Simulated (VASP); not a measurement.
Write the native input for VASP 6.6.1 that does the following.

```
Task                   : relaxation of cell and atoms
Functional             : PBE
Potentials or basis    : VASP PAW PBE potentials, release 64 (Zr_sv, Zn, Pd)
Cutoff                 : 600 eV
k mesh                 : 8 × 8 × 8
Occupations            : gaussian, width 0.1 eV
Spin                   : no spin polarisation
Dipole correction      : no
Further INCAR settings : ALGO = Fast; EDIFF = 1e-06; IBRION = 2; EDIFFG = -0.01; NSW = 100; ISIF = 3
```

The structure of Zr4ZnPd lies in POSCAR:

```
Zr4ZnPd
1.0
    0.0000000000      3.9696339830      3.9696339830
    3.9696339830      0.0000000000      3.9696339830
    3.9696339830      3.9696339830      0.0000000000
Zr Zn Pd
4 1 1
Direct
    0.1254307170      0.6248564277      0.6248564277
    0.6248564277      0.6248564277      0.6248564277
    0.6248564277      0.1254307170      0.6248564277
    0.6248564277      0.6248564277      0.1254307170
    0.2500000000      0.2500000000      0.2500000000
    0.0000000000      0.0000000000      0.0000000000
```

The input as run:

INCAR

```
ALGO = Fast
EDIFF = 1E-6
EDIFFG = -0.01
ENCUT = 600
GGA = PE
IBRION = 2
ISIF = 3
ISMEAR = 0
LASPH = True
LCHARG = False
LREAL = False
LWAVE = False
NELM = 60
NSW = 100
PREC = Accurate
SIGMA = 0.1
```

KPOINTS

```
k-points
0
Gamma
  8 8 8
```

Potentials or basis: VASP PAW PBE potentials, release 64 (Zr_sv, Zn, Pd).

The run is started by

```sh
$ cat potpaw_PBE.64/Zr_sv/POTCAR potpaw_PBE.64/Zn/POTCAR potpaw_PBE.64/Pd/POTCAR > POTCAR
$ mpirun -np 1 vasp_std > vasp.out
```

Results of the run:

```
Relaxed volume                        : 20.98 Å³/atom
Relaxed cell                          : a = 5.626 Å, b = 5.626 Å, c = 5.626 Å, α = 60.00°, β = 60.00°, γ = 60.00°
Space group after relaxing (to 0.1 Å) : F-43m (No. 216)
Energy gained by relaxing             : 0.2 meV/atom
Ionic steps                           : 3
Pressure after relaxing               : 0.0 GPa
Band gap on the k mesh                : zero (bands 35 and 36 overlap by 0.70 eV)
```

Wall time 20 min on 1 thread of Intel Xeon 8259CL, with other jobs on the host, peak memory 0.46 GiB.
